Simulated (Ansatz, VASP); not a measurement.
**Two plane-wave programs on HfO2**

```
CELL_PARAMETERS angstrom
3.55802 0.00000 0.00000
0.00000 3.55802 0.00000
0.00000 0.00000 5.17186
ATOMIC_POSITIONS crystal
Hf 0.50000 0.50000 0.50000
Hf 0.00000 0.00000 0.00000
O 0.00000 0.50000 0.69721
O 0.50000 0.00000 0.80279
O 0.50000 0.00000 0.30279
O 0.00000 0.50000 0.19721
```

Alike in both runs: task relaxation of cell and atoms; functional PBE; k mesh 6 × 6 × 4; occupations gaussian, width 0.1 eV; no spin polarisation.

|  | VASP | Ansatz |
| --- | --- | --- |
| version | VASP 6.6.1 | Ansatz 0.2.0 |
| potentials or method | VASP PAW PBE potentials, release 64 (Hf_pv, O), cutoff 600 eV | scalar-relativistic, plane waves, PAW |
| valence electrons in the cell | 44 | 76 |

VASP gave:

- gap on the k mesh at the Fermi level, each at its own relaxed structure (eV): 4.65
- relaxed volume (Å³/atom): 11.18
- relaxed length of the cell vector where the two differ most in proportion (Å): 5.210

Question: Estimate Ansatz's values.

Answer: gap on the k mesh at the Fermi level, each at its own relaxed structure (eV): 4.65; relaxed volume (Å³/atom): 11.36; relaxed length of the cell vector where the two differ most in proportion (Å): 5.251.

VASP's potentials hold 44 valence electrons a cell and Ansatz's 76, so a difference there can come from the potentials and not from the codes.

Spin-orbit coupling is off throughout.
